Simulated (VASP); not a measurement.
# SiC (F-43m) in VASP: single point with PBE

Aim: the single point of SiC with PBE.

Everything below comes from runs of VASP 6.6.1. Logs are shortened: lines on timing, memory, paths and dates and some standing lists are left out, and cuts for length are marked.

## 1. The cell of the first run

It takes space group F-43m (No. 216, cubic). The conventional cell has a = 4.380 Å, b = 4.380 Å, c = 4.380 Å, α = 90.00°, β = 90.00°, γ = 90.00°. Within 2.5 Å of Si (site symmetry -43m) lie 4 C at 1.90 Å. Within 2.5 Å of C (site symmetry -43m) lie 4 Si at 1.90 Å.

## 2. Single point, PBE

POSCAR reads:

```
SiC
1.0
    0.0000000000      2.1898721209      2.1898721209
    2.1898721209      0.0000000000      2.1898721209
    2.1898721209      2.1898721209      0.0000000000
Si C
1 1
Direct
    0.0000000000      0.0000000000      0.0000000000
    0.2500000000      0.2500000000      0.2500000000
```

INCAR.step1 reads:

```
ALGO = Normal ; EDIFF = 1E-6
ENCUT = 520 ; GGA = PE
GGA_COMPAT = False ; ISIF = 2
ISMEAR = 0 ; LASPH = True
LCHARG = True ; LORBIT = 11
LREAL = False ; LWAVE = False
NBANDS = 11 ; NEDOS = 2001
NELM = 120 ; PREC = Accurate
SIGMA = 0.02
```

KPOINTS.step1 reads:

```
k-points
0
Gamma
  10 10 10
```

INCAR.step2 reads:

```
ALGO = Normal ; EDIFF = 1E-6
ENCUT = 520 ; GGA = PE
GGA_COMPAT = False ; ICHARG = 11
ISIF = 2 ; ISMEAR = -5
LASPH = True ; LCHARG = False
LORBIT = 10 ; LREAL = False
LWAVE = False ; NBANDS = 11
NEDOS = 1001 ; NELM = 120
PREC = Accurate ; SIGMA = 0.02
```

KPOINTS.step2 reads:

```
k-points
0
Gamma
  15 15 15
```

Potentials or basis: VASP PAW PBE potentials, release 64 (Si, C).

On the command line:

```bash
cat potpaw_PBE.64/Si/POTCAR potpaw_PBE.64/C/POTCAR > POTCAR
cp INCAR.step1 INCAR
cp KPOINTS.step1 KPOINTS
mpirun -np 1 vasp_std > vasp.out
cp INCAR.step2 INCAR
cp KPOINTS.step2 KPOINTS
mpirun -np 1 vasp_std > vasp.out
```

OUTCAR:

```text
EDIFF = 1E-6
   ENCUT = 520
   GGA = PE
   ICHARG = 11
   ISIF = 2
   ISMEAR = -5
   LASPH = True
   LORBIT = 10
   LREAL = False
   NELM = 120
   PREC = Accurate

 ion  position               nearest neighbor table
   1  0.000  0.000  0.000-   2 1.90   2 1.90   2 1.90   2 1.90
   2  0.250  0.250  0.250-   1 1.90   1 1.90   1 1.90   1 1.90

  LATTYP: Found a face centered cubic cell.
 ALAT       =     4.3797442418

  Lattice vectors:

 A1 = (   0.0000000000,   2.1898721209,   2.1898721209)
 A2 = (   2.1898721209,   0.0000000000,   2.1898721209)
 A3 = (   2.1898721209,   2.1898721209,   0.0000000000)

Analysis of symmetry for initial positions (statically):
=====================================================================
 Subroutine PRICEL returns:
 Original cell was already a primitive cell.

 Routine SETGRP: Setting up the symmetry group for a
 face centered cubic supercell.

 Subroutine GETGRP returns: Found 24 space group operations
 (whereof 24 operations were pure point group operations)
 out of a pool of 48 trial point group operations.

The static configuration has the point symmetry T_d .

Analysis of symmetry for dynamics (positions and initial velocities):
=====================================================================
 Subroutine PRICEL returns:
 Original cell was already a primitive cell.

 Routine SETGRP: Setting up the symmetry group for a
 face centered cubic supercell.

 Subroutine GETGRP returns: Found 24 space group operations
 (whereof 24 operations were pure point group operations)
 out of a pool of 48 trial point group operations.

The dynamic configuration has the point symmetry T_d .

 Subroutine INISYM returns: Found 24 space group operations
 (whereof 24 operations are pure point group operations),
 and found     1 'primitive' translations

----------------------------------------------------------------------------------------

                                     Primitive cell

  volume of cell :      21.0032

  direct lattice vectors                    reciprocal lattice vectors
     0.000000000  2.189872121  2.189872121    -0.228323835  0.228323835  0.228323835
     2.189872121  0.000000000  2.189872121     0.228323835 -0.228323835  0.228323835
     2.189872121  2.189872121  0.000000000     0.228323835  0.228323835 -0.228323835

  length of vectors
     3.096946853  3.096946853  3.096946853     0.395468482  0.395468482  0.395468482

  position of ions in fractional coordinates (direct lattice)
     0.000000000  0.000000000  0.000000000
     0.250000000  0.250000000  0.250000000

  ion indices of the primitive-cell ions
   primitive index   ion index
                 1           1
                 2           2

----------------------------------------------------------------------------------------

 KPOINTS: k-points

Automatic generation of k-mesh.
 Grid dimensions read from file:
 generate k-points for:   15   15   15

 Generating k-lattice:

  Cartesian coordinates                     Fractional coordinates (reciprocal lattice)
    -0.015221589  0.015221589  0.015221589     0.066666667  0.000000000  0.000000000
     0.015221589 -0.015221589  0.015221589     0.000000000  0.066666667  0.000000000
     0.015221589  0.015221589 -0.015221589     0.000000000  0.000000000  0.066666667

  Length of vectors
     0.026364565  0.026364565  0.026364565

  Shift w.r.t. Gamma in fractional coordinates (k-lattice)
     0.000000000  0.000000000  0.000000000

 TETIRR: Found    484 inequivalent tetrahedra from    20250

 Subroutine IBZKPT returns following result:
 ===========================================

 Found    120 irreducible k-points:

 Following reciprocal coordinates:
            Coordinates               Weight
  0.000000  0.000000  0.000000      1.000000
  0.066667  0.000000  0.000000      8.000000
  0.133333  0.000000  0.000000      8.000000
  0.200000  0.000000  0.000000      8.000000
  0.266667  0.000000  0.000000      8.000000
  0.333333  0.000000  0.000000      8.000000
[... 16 lines left out ...]
  0.133333  0.133333  0.000000      6.000000
  0.200000  0.133333  0.000000     24.000000
 [... further k-points ...]
   k-points           NKPTS =    120   k-points in BZ     NKDIM =    120   number of bands    NBANDS=     11
   number of dos      NEDOS =   1001   number of ions     NIONS =      2
   total plane-waves  NPLWV =  13824
   dimension x,y,z NGX =    24 NGY =   24 NGZ =   24
   dimension x,y,z NGXF=    48 NGYF=   48 NGZF=   48
   ions per type =               1   1
   NGX,Y,Z   is equivalent  to a cutoff of  12.88, 12.88, 12.88 a.u.
   NGXF,Y,Z  is equivalent  to a cutoff of  25.77, 25.77, 25.77 a.u.
 SYSTEM =  unknown system
   PREC   = accura    normal or accurate (medium, high low for compatibility)
   ISTART =      0    job   : 0-new  1-cont  2-samecut
   ICHARG =     11    charge: 1-file 2-atom 10-const
   ISPIN  =      1    spin polarized calculation?
   LNONCOLLINEAR =      F non collinear calculations
   LSORBIT =      F    spin-orbit coupling
   LASPH  =      T    aspherical Exc in radial PAW
   ENCUT  =  520.0 eV  38.22 Ry    6.18 a.u.   5.76  5.76  5.76*2*pi/ulx,y,z
   NELM   =    120;   NELMIN=  2; NELMDL=  0     # of ELM steps
   EDIFF  = 0.1E-05   stopping-criterion for ELM
   LREAL  =      F    real-space projection
   EDIFFG = 0.1E-04   stopping-criterion for IOM
   NSW    =      0    number of steps for IOM
   IBRION =     -1    ionic relax: 0-MD 1-quasi-New 2-CG
   NFREE  =      0    steps in history (QN), initial steepest desc. (CG)
   ISIF   =      2    stress and relaxation
   ISYM   =      2    0-nonsym 1-usesym 2-fastsym
   POTIM  = 0.5000    time-step for ionic-motion
   TEBEG  =    0.0;   TEEND  =   0.0 temperature during run
   PSTRESS=    0.0 pullay stress
   NELECT =       8.0000    total number of electrons
   NUPDOWN=      -1.0000    fix difference up-down
   EMIN   =  10.00;   EMAX   =-10.00  energy-range for DOS
   EFERMI =   0.00;   METHOD = LEGACY
   ISMEAR =    -5;   SIGMA  =   0.02  broadening in eV -4-tet -1-fermi 0-gaus
   EFERMI_NEDOS =   21; number of points for ismear=-14 and -15
   IALGO  =     38    algorithm
   IMIX   =      4    mixing-type and parameters
     AMIX     =   0.40;   BMIX     =  1.00
     AMIX_MAG =   1.60;   BMIX_MAG =  1.00
  volume/ion in A,a.u.               =      10.50        70.87
  Fermi-wavevector in a.u.,A,eV,Ry     =   1.186705  2.242547 19.160657  1.408269
  Thomas-Fermi vector in A             =   2.322872
   LORBIT       =     10    0 simple, 1 ext, 2 COOP (PROOUT), +10 PAW based schemes
   GGA     = PE    functional components
   LHFCALC =     F    Hartree Fock is set to
   AEXX    =    0.0000 exact exchange contribution
   IVDW    =     0    specifies the selected vdW correction
   LEPSILON=     F    determine dielectric tensor
   LRPA    =     F    only Hartree local field effects (RPA)
 non-spin polarized calculation
 Fermi weights with tetrahedron method with Bloechl corrections
  energy-cutoff  :      520.00
  volume of cell :       21.00
 maximum number of plane-waves:       578

 number of electron       8.0000001 magnetization

 Free energy of the ion-electron system (eV)
  ---------------------------------------------------
  ext. energy  EPLUGINS =         0.00000000
  ---------------------------------------------------
  free energy    TOTEN  =       -15.06098384 eV

  energy without entropy =      -15.06098384  energy(sigma->0) =      -15.06098384

 E-fermi :   7.9523     XC(G=0): -11.2911

 val. band max:        7.9402783172   @ k =   0.0000   0.0000   0.0000
 cond. band min:       9.3624363723   @ k =   0.4667   0.4667   0.0000
 fundamental gap:      1.4221580552
 Fermi energy:         7.9522965384

 k-point     1 :       0.0000    0.0000    0.0000
  band No.  band energies     occupation
      1      -7.3462      2.00000
      2       7.9403      2.00000
      3       7.9403      2.00000
      4       7.9403      2.00000
      5      13.9994      0.00000
      6      15.1447      0.00000
      7      15.1447      0.00000
      8      15.1447      0.00000
      9      22.3599      0.00000
     10      22.3599      0.00000
     11      24.1905      0.00000

 k-point     2 :       0.0667    0.0000    0.0000
  band No.  band energies     occupation
      1      -7.2603      2.00000
      2       7.4598      2.00000
      3       7.8786      2.00000
      4       7.8786      2.00000
      5      14.1979      0.00000
      6      15.2116      0.00000
      7      15.2597      0.00000
      8      15.2597      0.00000
      9      21.8308      0.00000
     10      21.8308      0.00000
     11      24.2581      0.00000

 k-point     3 :       0.1333    0.0000    0.0000
  band No.  band energies     occupation
      1      -7.0040      2.00000
      2       6.2923      2.00000
      3       7.7157      2.00000
      4       7.7157      2.00000
      5      14.2524      0.00000
      6      15.5296      0.00000
      7      15.5296      0.00000
      8      15.7378      0.00000
      9      21.0788      0.00000
     10      21.0788      0.00000
     11      23.7994      0.00000
[... 267 lines left out ...]
 k-point    23 :       0.1333    0.1333    0.0000
  band No.  band energies     occupation
      1      -6.8898      2.00000
      2       6.6899      2.00000
      3       7.1710      2.00000
      4       7.1710      2.00000
      5      13.9185      0.00000
      6      15.0582      0.00000
      7      16.3169      0.00000
      8      16.3169      0.00000
      9      19.1859      0.00000
     10      22.8761      0.00000
     11      25.9303      0.00000

 k-point    24 :       0.2000    0.1333    0.0000
  band No.  band energies     occupation
      1      -6.5799      2.00000
      2       5.6942      2.00000
      3       6.8624      2.00000
      4       7.0295      2.00000
      5      13.5869      0.00000
      6      15.2114      0.00000
      7      16.6729      0.00000
      8      16.7924      0.00000
      9      18.9407      0.00000
     10      22.8550      0.00000
     11      25.5735      0.00000

 [... further k-points ...]
[... 5 lines left out ...]
  --------------------------------------------------------------------------------------
  -------------------------------------------------------------------------------------
  Total       -0.0075275     -0.0075275     -0.0075275      0.0000000     -0.0000000     -0.0000000
  in kB       -0.5742167     -0.5742167     -0.5742167      0.0000000     -0.0000000     -0.0000000
  external PRESSURE =      -0.5742167 kB  Pullay stress =       0.0000000 kB

 VOLUME and BASIS-vectors are now :
 -----------------------------------------------------------------------------
  energy-cutoff  :      520.00
  volume of cell :       21.00
      direct lattice vectors                 reciprocal lattice vectors
     0.000000000  2.189872121  2.189872121    -0.228323835  0.228323835  0.228323835
     2.189872121  0.000000000  2.189872121     0.228323835 -0.228323835  0.228323835
     2.189872121  2.189872121  0.000000000     0.228323835  0.228323835 -0.228323835

 POSITION                                       TOTAL-FORCE (eV/Angst)
 -----------------------------------------------------------------------------------
      0.00000      0.00000      0.00000         0.000000      0.000000      0.000000
      1.09494      1.09494      1.09494        -0.000000     -0.000000     -0.000000
 -----------------------------------------------------------------------------------
    total drift:                                0.000000      0.000000      0.000000

  FREE ENERGIE OF THE ION-ELECTRON SYSTEM (eV)
  ---------------------------------------------------
  free  energy   TOTEN  =       -15.0609838384 eV

  energy  without entropy=      -15.0609838384  energy(sigma->0) =      -15.06098384

 total charge

# of ion       s       p       d       tot
------------------------------------------
    1        0.706   0.961   0.000   1.667
    2        0.836   1.695   0.000   2.530
--------------------------------------------------
tot          1.542   2.655   0.000   4.198
```

Wall time 10 s (1 thread of Intel Xeon Platinum 8488C (Sapphire Rapids), shared host); peak memory 0.14 GiB.

What came out:

```yaml
Valence_electrons_inside_the_program's_atomic_spheres: Si 1.67; C 2.53
```
